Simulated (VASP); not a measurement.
Pd:

```
CELL_PARAMETERS angstrom
2.51410 0.00000 0.00000
0.00000 2.51410 0.00000
0.00000 0.00000 2.51410
ATOMIC_POSITIONS crystal
Pd 0.00000 0.00000 0.00000
```

```yaml
Program: VASP 6.6.1
Task: relaxation of cell and atoms
Functional: r2SCAN
Potentials_or_basis: VASP PAW PBE potentials, release 64 (Pd)
Cutoff: 600 eV
k_mesh: 12 × 12 × 12
Occupations: fermi-dirac, width 0.1 eV
Spin: no spin polarisation
```

At the start: pressure 15.9 GPa; volume 15.89 Å³/atom.

**Question.** How do energy, volume and symmetry change on relaxing?

**Answer.** Over 5 steps the energy falls by 68.0 meV/atom and the volume is 17.40 Å³/atom (+9.5 %); space group Pm-3m (No. 221, to 0.05 Å).

Step by step:
```
step  energy change (eV)  largest force (eV/Å)  pressure (GPa)  volume (Å³)
   1              0.0000                0.0000           15.87        15.89
   2              0.0379                0.0000          -12.31        19.79
   3             -0.0679                0.0000           -0.47        17.45
   4             -0.0680                0.0000            0.12        17.40
   5             -0.0680                0.0000            0.03        17.40
```

Final structure:
```
Pd
1.0
     2.59131    0.00000    0.00000
     0.00000    2.59131    0.00000
     0.00000    0.00000    2.59131
Pd
1
Cartesian
  2.5913 0.0000 0.0000
```

Caveat: the PAW data sets were made with another functional, which shifts forces and pressure a little.
